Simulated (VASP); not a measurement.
Input of a VASP 6.6.1 run:

INCAR

```
SYSTEM = LiF
  PREC = Accurate
  ENCUT = 520
  EDIFF = 1E-6
  ISMEAR = 0
  SIGMA = 0.05
  LREAL = .FALSE.
  LASPH = .TRUE.
  NELM = 60
  ALGO = Normal
  ISIF = 2
  LWAVE = .FALSE.
  LCHARG = .FALSE.
  GGA = CA
  NBANDS = 18
```

File KPOINTS:

```
regular mesh
0
G
  9 9 6
  0 0 0
```

Contents of POSCAR:

```
LiF
1.0
    2.9984347243      0.0000000000      0.0000000000
   -1.4992173621      2.5967206428      0.0000000000
    0.0000000000      0.0000000000      4.7579162205
Li F
2 2
Direct
    0.3333333333      0.6666666667      0.3839784076
    0.6666666667      0.3333333333      0.8839784076
    0.3333333333      0.6666666667      0.9910195924
    0.6666666667      0.3333333333      0.4910195924
```

Potentials or basis: VASP PAW LDA potentials, release 64 (Li_sv, F).

Command:

```sh
$ cat potpaw_LDA.64/Li_sv/POTCAR potpaw_LDA.64/F/POTCAR > POTCAR
$ mpirun -np 1 vasp_std > vasp.out
```

Q: What does it give for the largest force?

A: 0.134 eV/Å.

Q: Estimate the band gap on the k mesh.

A: 7.85 eV.

Forces on the atoms (eV/Å):
```
Li   0.000  0.000 -0.134
Li   0.000  0.000 -0.134
F    0.000  0.000  0.134
F    0.000  0.000  0.134
```

Caveat: an odd mesh through Γ misses points on the zone boundary, where band edges can lie.
